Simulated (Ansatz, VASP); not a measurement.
## Mn in VASP and in Ansatz

```
Mn
1.0
     2.50535    0.00000    0.00000
    -1.25268    2.16970    0.00000
     0.00000    0.00000    4.07285
Mn
2
Direct
  0.33333 0.66667 0.25000
  0.66667 0.33333 0.75000
```

Alike in both runs: functional RPBE; k mesh 14 × 14 × 8; occupations fermi-dirac, width 0.05 eV; collinear spin.

Ansatz relaxed the structure, and its values are those at the end. VASP's run is a single point on that final structure, the one shown.

|  | VASP | Ansatz |
| --- | --- | --- |
| version | VASP 6.6.1 | Ansatz 0.2.0 |
| potentials or method | VASP PAW PBE potentials, release 64 (Mn_pv), cutoff 520 eV | plane waves (420 eV) with PAW, scalar-relativistic |
| valence electrons in the cell | 26 | 30 |

|  | VASP | Ansatz | Ansatz less VASP |
| --- | --- | --- | --- |
| pressure (GPa) | 0.4 | 0.0 | -0.34 |
| net moment per atom (μB) | 0.00 | 0.00 | 0.000 |
| size of the moment on the site where the two differ most (μB) | 0.85 | 0.80 | -0.054 |

VASP's potentials were made for PBE, not for RPBE. Site moments also hang on the region over which each program counts them. The functional is the same, so the differences come from potentials, cutoffs and numerics. VASP's potentials hold 26 valence electrons a cell and Ansatz's 30, so a difference there can come from the potentials and not from the codes.
